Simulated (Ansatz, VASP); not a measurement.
# C: VASP beside Ansatz

```xyz
4
Lattice="2.4892 0.0000 0.0000 -1.2446 2.1557 0.0000 0.0000 0.0000 4.0945" Properties=species:S:1:pos:R:3 pbc="T T T"
C     0.0000    1.4372   -0.0011
C     1.2446    0.7186    2.0462
C     0.0000    1.4372    1.5325
C     1.2446    0.7186    3.5797
```

Change from the starting cell: strained cell.

Alike in both runs: functional LDA; k mesh 9 × 9 × 6; occupations gaussian, width 0.02 eV; no spin polarisation.

Ansatz relaxed the structure, and its values are those at the end. VASP's run is a single point on that final structure, the one shown.

|  | VASP | Ansatz |
| --- | --- | --- |
| version | VASP 6.6.1 | Ansatz 0.2.0 |
| potentials or method | VASP PAW LDA potentials, release 64 (C_h), cutoff 910 eV | scalar-relativistic, plane waves, PAW |
| valence electrons in the cell | 16 | 16 |

Ansatz gave:

```
gap on the k mesh at the Fermi level (eV) : 3.04
least direct gap on the mesh (eV)         : 4.83
```

Q: Which values does VASP return?

A: gap on the k mesh at the Fermi level (eV): 3.02; least direct gap on the mesh (eV): 4.82.

Ansatz warns that its potentials were made for another functional, while VASP's fit it. LDA's correlation is that of Perdew and Zunger in VASP and of Perdew and Wang (1992) in Ansatz. Ansatz's warnings: stress scf threshold loose.

Noted on VASP's run: the cutoff is short for stress, so the pressure is rough.
